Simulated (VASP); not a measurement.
# Co (P6_3/mmc) in VASP: notebook

The runs below take Co through single point, with PBE.

Everything below comes from runs of VASP 6.6.1. Logs are shortened: lines on timing, memory, paths and dates and some standing lists are left out, and cuts for length are marked.

## Step 1: The cell of the first run

It takes space group P6_3/mmc (No. 194, hexagonal). Conventional cell: a = 2.494 Å, b = 2.494 Å, c = 4.030 Å, α = 90.00°, β = 90.00°, γ = 120.00°. Co (site symmetry -6m2) has 12 Co at 2.48 to 2.49 Å within 3.3 Å.

## Step 2: Single point, PBE, collinear spin, antiferromagnetic start

File INCAR:

```
PREC = Accurate ; ENCUT = 520
EDIFF = 1E-6 ; ISMEAR = 0
SIGMA = 0.05 ; LREAL = F
LASPH = T ; NELM = 150
ALGO = Fast ; ISIF = 2
LWAVE = F ; LCHARG = F
ISPIN = 2 ; MAGMOM = 1.5 -1.5
LORBIT = 11 ; LMAXMIX = 4
GGA = PE ; NBANDS = 20
```

File KPOINTS:

```
Automatic mesh
0
Gamma
  20 20 12
```

File POSCAR:

```
Co
1.0
    2.4937131675      0.0000000000      0.0000000000
   -1.2468565838      2.1596189528      0.0000000000
    0.0000000000      0.0000000000      4.0300901878
Co
2
Direct
    0.3333333333      0.6666666667      0.2500000000
    0.6666666667      0.3333333333      0.7500000000
```

Potentials or basis: VASP PAW PBE potentials, release 64 (Co).

Started as:

```bash
$ cat potpaw_PBE.64/Co/POTCAR > POTCAR
$ mpirun -np 1 vasp_std > vasp.out
```

OUTCAR:

```text
PREC = Accurate
   ENCUT = 520
   EDIFF = 1E-6
   ISMEAR = 0
   LREAL = F
   LASPH = T
   NELM = 150
   ISIF = 2
   ISPIN = 2
   LORBIT = 11
   GGA = PE

 ion  position               nearest neighbor table
   1  0.333  0.667  0.250-   2 2.48   2 2.48   2 2.48   2 2.48   2 2.48   2 2.48
   2  0.667  0.333  0.750-   1 2.48   1 2.48   1 2.48   1 2.48   1 2.48   1 2.48

  LATTYP: Found a hexagonal cell.
 ALAT       =     2.4937131675
 C/A-ratio  =     1.6161001355

  Lattice vectors:

 A1 = (   2.4937131675,   0.0000000000,   0.0000000000)
 A2 = (  -1.2468565838,   2.1596189528,   0.0000000000)
 A3 = (   0.0000000000,   0.0000000000,   4.0300901878)

Analysis of symmetry for initial positions (statically):
=====================================================================
 Subroutine PRICEL returns:
 Original cell was already a primitive cell.

 Routine SETGRP: Setting up the symmetry group for a
 hexagonal supercell.

 Subroutine GETGRP returns: Found 24 space group operations
 (whereof 12 operations were pure point group operations)
 out of a pool of 24 trial point group operations.

The static configuration has the point symmetry D_3d.
 The point group associated with its full space group is D_6h.

Analysis of symmetry for dynamics (positions and initial velocities):
=====================================================================
 Subroutine PRICEL returns:
 Original cell was already a primitive cell.

 Routine SETGRP: Setting up the symmetry group for a
 hexagonal supercell.

 Subroutine GETGRP returns: Found 24 space group operations
 (whereof 12 operations were pure point group operations)
 out of a pool of 24 trial point group operations.

The dynamic configuration has the point symmetry D_3d.
 The point group associated with its full space group is D_6h.

Analysis of structural, dynamic, and magnetic symmetry:
=====================================================================
 Subroutine PRICEL returns:
 Original cell was already a primitive cell.

 Routine SETGRP: Setting up the symmetry group for a
 hexagonal supercell.

 Subroutine GETGRP returns: Found 24 space group operations
 (whereof 12 operations were pure point group operations)
 out of a pool of 24 trial point group operations.

The overall configuration has the point symmetry D_3d.
 The point group associated with its full space group is D_6h.

 Subroutine INISYM returns: Found 24 space group operations
 (whereof 12 operations are pure point group operations),
 and found     1 'primitive' translations

----------------------------------------------------------------------------------------

                                     Primitive cell

  volume of cell :      21.7039

  direct lattice vectors                    reciprocal lattice vectors
     2.493713168  0.000000000  0.000000000     0.401008429  0.231522325  0.000000000
    -1.246856584  2.159618953  0.000000000     0.000000000  0.463044649  0.000000000
     0.000000000  0.000000000  4.030090188     0.000000000  0.000000000  0.248133405

  length of vectors
     2.493713168  2.493713168  4.030090188     0.463044649  0.463044649  0.248133405

  position of ions in fractional coordinates (direct lattice)
     0.333333333  0.666666667  0.250000000
     0.666666667  0.333333333  0.750000000

  ion indices of the primitive-cell ions
   primitive index   ion index
                 1           1
                 2           2

----------------------------------------------------------------------------------------

 KPOINTS: Automatic mesh

Automatic generation of k-mesh.
 Grid dimensions read from file:
 generate k-points for:   20   20   12

 Generating k-lattice:

  Cartesian coordinates                     Fractional coordinates (reciprocal lattice)
     0.020050421  0.011576116  0.000000000     0.050000000  0.000000000  0.000000000
     0.000000000  0.023152232  0.000000000     0.000000000  0.050000000  0.000000000
     0.000000000  0.000000000  0.020677784     0.000000000  0.000000000  0.083333333

  Length of vectors
     0.023152232  0.023152232  0.020677784

  Shift w.r.t. Gamma in fractional coordinates (k-lattice)
     0.000000000  0.000000000  0.000000000

 Subroutine IBZKPT returns following result:
 ===========================================

 Found    308 irreducible k-points:

 Following reciprocal coordinates:
            Coordinates               Weight
  0.000000  0.000000  0.000000      1.000000
  0.050000 -0.000000  0.000000      6.000000
  0.100000 -0.000000  0.000000      6.000000
  0.150000  0.000000  0.000000      6.000000
  0.200000 -0.000000  0.000000      6.000000
  0.250000 -0.000000  0.000000      6.000000
[... 16 lines left out ...]
  0.200000  0.100000  0.000000     12.000000
  0.250000  0.100000  0.000000     12.000000
 [... further k-points ...]
   k-points           NKPTS =    308   k-points in BZ     NKDIM =    308   number of bands    NBANDS=     20
   number of dos      NEDOS =    301   number of ions     NIONS =      2
   total plane-waves  NPLWV =  12000
   dimension x,y,z NGX =    20 NGY =   20 NGZ =   30
   dimension x,y,z NGXF=    40 NGYF=   40 NGZF=   60
   ions per type =               2
   NGX,Y,Z   is equivalent  to a cutoff of  13.33, 13.33, 12.38 a.u.
   NGXF,Y,Z  is equivalent  to a cutoff of  26.67, 26.67, 24.75 a.u.
 SYSTEM =  unknown system
   PREC   = accura    normal or accurate (medium, high low for compatibility)
   ISTART =      0    job   : 0-new  1-cont  2-samecut
   ICHARG =      2    charge: 1-file 2-atom 10-const
   ISPIN  =      2    spin polarized calculation?
   LNONCOLLINEAR =      F non collinear calculations
   LSORBIT =      F    spin-orbit coupling
   LASPH  =      T    aspherical Exc in radial PAW
   ENCUT  =  520.0 eV  38.22 Ry    6.18 a.u.   4.64  4.64  7.49*2*pi/ulx,y,z
   NELM   =    150;   NELMIN=  2; NELMDL= -5     # of ELM steps
   EDIFF  = 0.1E-05   stopping-criterion for ELM
   LREAL  =      F    real-space projection
   EDIFFG = 0.1E-04   stopping-criterion for IOM
   NSW    =      0    number of steps for IOM
   IBRION =     -1    ionic relax: 0-MD 1-quasi-New 2-CG
   NFREE  =      0    steps in history (QN), initial steepest desc. (CG)
   ISIF   =      2    stress and relaxation
   ISYM   =      2    0-nonsym 1-usesym 2-fastsym
   POTIM  = 0.5000    time-step for ionic-motion
   TEBEG  =    0.0;   TEEND  =   0.0 temperature during run
   PSTRESS=    0.0 pullay stress
   NELECT =      18.0000    total number of electrons
   NUPDOWN=      -1.0000    fix difference up-down
   EMIN   =  10.00;   EMAX   =-10.00  energy-range for DOS
   EFERMI =   0.00;   METHOD = LEGACY
   ISMEAR =     0;   SIGMA  =   0.05  broadening in eV -4-tet -1-fermi 0-gaus
   EFERMI_NEDOS =   21; number of points for ismear=-14 and -15
   IALGO  =     68    algorithm
   IMIX   =      4    mixing-type and parameters
     AMIX     =   0.40;   BMIX     =  1.00
     AMIX_MAG =   1.60;   BMIX_MAG =  1.00
  volume/ion in A,a.u.               =      10.85        73.23
  Fermi-wavevector in a.u.,A,eV,Ry     =   1.538106  2.906598 32.188246  2.365769
  Thomas-Fermi vector in A             =   2.644521
   LORBIT       =     11    0 simple, 1 ext, 2 COOP (PROOUT), +10 PAW based schemes
   GGA     = PE    functional components
   LHFCALC =     F    Hartree Fock is set to
   AEXX    =    0.0000 exact exchange contribution
   IVDW    =     0    specifies the selected vdW correction
   LEPSILON=     F    determine dielectric tensor
   LRPA    =     F    only Hartree local field effects (RPA)
 spin polarized calculation
 RMM-DIIS sequential band-by-band and
 Gauss-broadening in eV      SIGMA  =   0.05
  energy-cutoff  :      520.00
  volume of cell :       21.70
 maximum number of plane-waves:       597
 NGX is ok and might be reduce to    20
   NGX =  9   NGY =  9   NGZ = 15

 number of electron      17.9999996 magnetization      -0.0000000

 number of electron      17.9999996 magnetization       0.0000000

 Free energy of the ion-electron system (eV)
  ---------------------------------------------------
  ext. energy  EPLUGINS =         0.00000000
  ---------------------------------------------------
  free energy    TOTEN  =       -13.61258296 eV

  energy without entropy =      -13.60552032  energy(sigma->0) =      -13.60905164

 E-fermi :  10.2317     XC(G=0): -13.4153

 val. band max:       10.2306414076   @ k =   0.2500   0.0500   0.0000
 cond. band min:      10.2318593761   @ k =   0.1500   0.1500   0.4167
 fundamental gap:      0.0012179685
 Fermi energy:        10.2316819400

 spin component 1

 k-point     1 :       0.0000    0.0000    0.0000
  band No.  band energies     occupation
      1       1.3361      1.00000
      2       5.5290      1.00000
      3       8.1300      1.00000
      4       8.1300      1.00000
      5       8.3802      1.00000
      6       8.9082      1.00000
[... 12 lines left out ...]
     19      36.2539      0.00000
     20      36.2539      0.00000

 k-point     2 :       0.0500   -0.0000    0.0000
  band No.  band energies     occupation
      1       1.4242      1.00000
      2       5.5850      1.00000
      3       8.0629      1.00000
      4       8.1703      1.00000
      5       8.4333      1.00000
      6       8.8093      1.00000
[... 12 lines left out ...]
     19      37.4556      0.00000
     20      37.9068      0.00000
[... 465 lines left out ...]
      3       7.1160      1.00000
      4       7.3600      1.00000
      5       8.3203      1.00000
      6       8.5555      1.00000
[... 12 lines left out ...]
     19      35.1827      0.00000
     20      36.3530      0.00000

 k-point    24 :       0.2500    0.1000    0.0000
  band No.  band energies     occupation
      1       4.3352      1.00000
      2       6.5542      1.00000
      3       6.8312      1.00000
      4       7.3677      1.00000
      5       8.2044      1.00000
      6       8.5520      1.00000
[... 12 lines left out ...]
     19      34.6858      0.00000
     20      35.6530      0.00000

 [... further k-points ...]

 spin component 2

 k-point     1 :       0.0000    0.0000    0.0000
  band No.  band energies     occupation
      1       1.3361      1.00000
      2       5.5290      1.00000
      3       8.1300      1.00000
      4       8.1300      1.00000
      5       8.3802      1.00000
      6       8.9082      1.00000
[... 12 lines left out ...]
     19      36.2539      0.00000
     20      36.2539      0.00000

 k-point     2 :       0.0500   -0.0000    0.0000
  band No.  band energies     occupation
      1       1.4242      1.00000
      2       5.5850      1.00000
      3       8.0629      1.00000
      4       8.1703      1.00000
      5       8.4333      1.00000
      6       8.8093      1.00000
[... 12 lines left out ...]
     19      37.4547      0.00000
     20      37.9125      0.00000
[... 465 lines left out ...]
      3       7.1160      1.00000
      4       7.3600      1.00000
      5       8.3203      1.00000
      6       8.5555      1.00000
[... 12 lines left out ...]
     19      35.1827      0.00000
     20      36.3530      0.00000

 k-point    24 :       0.2500    0.1000    0.0000
  band No.  band energies     occupation
      1       4.3352      1.00000
      2       6.5542      1.00000
      3       6.8312      1.00000
      4       7.3677      1.00000
      5       8.2044      1.00000
      6       8.5520      1.00000
[... 12 lines left out ...]
     19      34.6858      0.00000
     20      35.6530      0.00000

 [... further k-points ...]

------------------------ aborting loop because EDIFF is reached ----------------------------------------

  FORCE on cell =-STRESS in cart. coord.  units (eV):
  Direction    XX          YY          ZZ          XY          YZ          ZX
  --------------------------------------------------------------------------------------
  -------------------------------------------------------------------------------------
  Total       -1.0019128     -1.0019128     -0.9615391      0.0000000      0.0000000      0.0000000
  in kB      -73.9608839    -73.9608839    -70.9805167      0.0000000      0.0000000      0.0000000
  external PRESSURE =     -72.9674281 kB  Pullay stress =       0.0000000 kB

 VOLUME and BASIS-vectors are now :
 -----------------------------------------------------------------------------
  energy-cutoff  :      520.00
  volume of cell :       21.70
      direct lattice vectors                 reciprocal lattice vectors
     2.493713168  0.000000000  0.000000000     0.401008429  0.231522325  0.000000000
    -1.246856584  2.159618953  0.000000000     0.000000000  0.463044649  0.000000000
     0.000000000  0.000000000  4.030090188     0.000000000  0.000000000  0.248133405

 POSITION                                       TOTAL-FORCE (eV/Angst)
 -----------------------------------------------------------------------------------
     -0.00000      1.43975      1.00752        -0.000000      0.000000      0.000000
      1.24686      0.71987      3.02257         0.000000     -0.000000      0.000000
 -----------------------------------------------------------------------------------
    total drift:                               -0.000000      0.000000     -0.000000

  FREE ENERGIE OF THE ION-ELECTRON SYSTEM (eV)
  ---------------------------------------------------
  free  energy   TOTEN  =       -13.6125829586 eV

  energy  without entropy=      -13.6055203220  energy(sigma->0) =      -13.60905164

 total charge

# of ion       s       p       d       tot
------------------------------------------
    1        0.484   0.518   7.269   8.271
    2        0.484   0.518   7.269   8.271
--------------------------------------------------
tot          0.967   1.036  14.539  16.542

 magnetization (x)

# of ion       s       p       d       tot
------------------------------------------
    1        0.000   0.006   0.921   0.927
    2       -0.000  -0.006  -0.921  -0.927
--------------------------------------------------
tot          0.000   0.000   0.000   0.000
```

Run time: 10 min. Hardware: 1 thread of Oxide Virtual Turin-like, shared host; peak memory 0.26 GiB.

Results:

```yaml
Free_energy: -13.6126 eV
Pressure: -7.3 GPa
Band_gap_on_the_k_mesh: zero (filled and empty bands overlap)
Net_moment: 0.00 μB per cell
Site_moments: Co +0.93, -0.93 μB
Valence_electrons_inside_the_program's_atomic_spheres: Co 8.27
```

(Continued in part 2 of 2.)
